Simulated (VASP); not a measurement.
Here is a VASP 6.6.1 calculation.

File INCAR:

```
ALGO = Normal ; EDIFF = 1E-6
ENCUT = 600 ; GGA = PE
GGA_COMPAT = F ; ISIF = 2
ISMEAR = -1 ; ISPIN = 2
LASPH = T ; LCHARG = F
LMAXMIX = 6 ; LORBIT = 11
LREAL = F ; LWAVE = F
MAGMOM = 7 0 ; NBANDS = 22
NELM = 200 ; PREC = Accurate
SIGMA = 0.15
```

The input KPOINTS:

```
k-points
0
Gamma
  3 3 3
```

POSCAR

```
GdN
1.0
    0.0000000000      2.4500000000      2.4500000000
    2.4500000000      0.0000000000      2.4500000000
    2.4500000000      2.4500000000      0.0000000000
Gd N
1 1
Direct
    0.0000000000      0.0000000000      0.0000000000
    0.4285714286      0.4285714286     -0.4285714286
```

Potentials or basis: VASP PAW PBE potentials, release 64 (Gd, N).

Run with:

```sh
$ cat potpaw_PBE.64/Gd/POTCAR potpaw_PBE.64/N/POTCAR > POTCAR
$ mpirun -np 1 vasp_std > vasp.out
```

Task: Predict the site moments.

Result: Gd +6.79; N -0.08 μB.

Task: What does it give for the net moment?

Result: 7.00 μB per cell.

Task: Estimate the largest force.

Result: 2.047 eV/Å.

Stress tensor (GPa, compression positive):
```
 6.79  0.00  0.00
 0.00  6.79  0.00
 0.00  0.00 29.93
```

Caveat: the k points lie up to 0.74 Å⁻¹ apart; a cell with one magnetic atom can't hold antiferromagnetic order, which such compounds often take; forces of over 1 eV/Å act on the atoms, so gaps and moduli don't describe the material at rest. The state reached can hang on the start; a lower one may exist.
